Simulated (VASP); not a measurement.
A run of VASP 6.6.1 is set up as follows.

File INCAR:

```
SYSTEM = Au
PREC = Accurate ; ENCUT = 520
EDIFF = 1E-7 ; ISMEAR = 0
SIGMA = 0.15 ; LREAL = .FALSE.
LASPH = .TRUE. ; NELM = 60
ALGO = Fast ; ISIF = 2
LWAVE = .FALSE. ; LCHARG = .FALSE.
GGA = PS ; NBANDS = 18
```

KPOINTS

```
regular mesh
0
G
  26 26 14
  0 0 0
```

File POSCAR:

```
Au
1.0
    1.3872688756     -2.4763991744      0.0000000000
    1.3872688756      2.4763991744      0.0000000000
    0.0000000000      0.0000000000      4.9593954275
Au
2
Direct
    0.6638639510      0.3361360490      0.2500000000
    0.3361360490      0.6638639510      0.7500000000
```

Potentials or basis: VASP PAW PBE potentials, release 64 (Au).

Command:

```bash
$ cat potpaw_PBE.64/Au/POTCAR > POTCAR
$ mpirun -np 1 vasp_std > vasp.out
```

Q: Predict the pressure.

A: 0.6 GPa.

Q: What does it give for the band gap on the k mesh?

A: Zero (bands 11 and 12 overlap by 6.83 eV).

Stress tensor (GPa, compression positive):
```
 4.01  0.00  0.00
 0.00  0.70  0.00
 0.00  0.00 -2.92
```

Caveat: the stress differs along the axes, from -3 to 4 GPa; the PAW data sets were made with another functional, which shifts forces and pressure a little; spin-orbit coupling is left out, which moves the levels of the heavy elements.
